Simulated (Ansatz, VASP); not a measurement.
## PbO: VASP beside Ansatz

File POSCAR:

```
PbO
1.0
    3.2016437199     -0.0921853078     -0.0921853078
   -0.0921853078      3.2016437199     -0.0921853078
   -0.0921853078     -0.0921853078      3.2016437199
Pb O
1 1
Direct
    0.0000000000      0.0000000000      0.0000000000
    0.5000000000      0.5000000000      0.5000000000
```

The input INCAR.step1:

```
ALGO = Normal
EDIFF = 1E-5
ENCUT = 520
GGA = PE
GGA_COMPAT = F
ISIF = 2
ISMEAR = 0
LASPH = T
LCHARG = F
LREAL = F
LWAVE = T
NBANDS = 17
NELM = 120
PREC = Accurate
SIGMA = 0.01
```

File INCAR.step2:

```
ALGO = Normal
EDIFF = 1E-6
ENCUT = 520
GGA = PE
GGA_COMPAT = F
HFSCREEN = 0.2079
ISIF = 2
ISMEAR = 0
ISTART = 1
LASPH = T
LCHARG = F
LHFCALC = T
LREAL = F
LWAVE = F
NBANDS = 17
NELM = 120
PREC = Accurate
PRECFOCK = Normal
SIGMA = 0.01
```

KPOINTS

```
k-points
0
Gamma
  6 6 6
```

Input for Ansatz:

```yaml
crystal:
  lattice:
    - [3.2016437199, -0.0921853078, -0.0921853078]
    - [-0.0921853078, 3.2016437199, -0.0921853078]
    - [-0.0921853078, -0.0921853078, 3.2016437199]
  atoms:
    - { symbol: Pb, position: [0.0, 0.0, 0.0] }
    - { symbol: O, position: [0.5, 0.5, 0.5] }
kpoints:
  mp_grid: { grid: [6, 6, 6] }
  band_path:
    path:
      - [0.0, 0.0, 0.0]
      - [0.0, 0.5, 0.0]
      - [0.5, 0.5, 0.0]
      - [0.5, 0.5, 0.5]
      - [0.05, 0.5, 0.05]
    npoints: 1
hamiltonian:
  xc: hse06
scf:
  occupations: { method: fixed }
  n_extra_bands: 4
output:
  forces: true
  stress: true
  eigenvalues: true
```

Change from the starting cell: epitaxial_111 strain +3.6%.

Alike in both runs: task single point; functional HSE06; k mesh 6 × 6 × 6; no spin polarisation.

|  | VASP | Ansatz |
| --- | --- | --- |
| version | VASP 6.6.1 | Ansatz 0.2.0 |
| potentials or method | VASP PAW PBE potentials, release 64 (Pb_d, O) | plane waves, PAW |
| plane-wave cutoff (eV) | 520 | 420 |
| occupations | gaussian, width 0.01 eV | fixed |
| valence electrons in the cell | 20 | 20 |

|  | VASP | Ansatz | Ansatz less VASP |
| --- | --- | --- | --- |
| gap on the k mesh at the Fermi level (eV) | 0.32 | 0.32 | 0.000 |
| pressure (GPa) | -1.8 | -1.9 | -0.03 |
| traceless stress, the component that is largest in VASP (GPa) | 0.28 | 0.24 | -0.035 |

Ansatz's warnings: stress exchange threshold loose, stress scf threshold loose.

Neither program's run includes spin-orbit coupling.
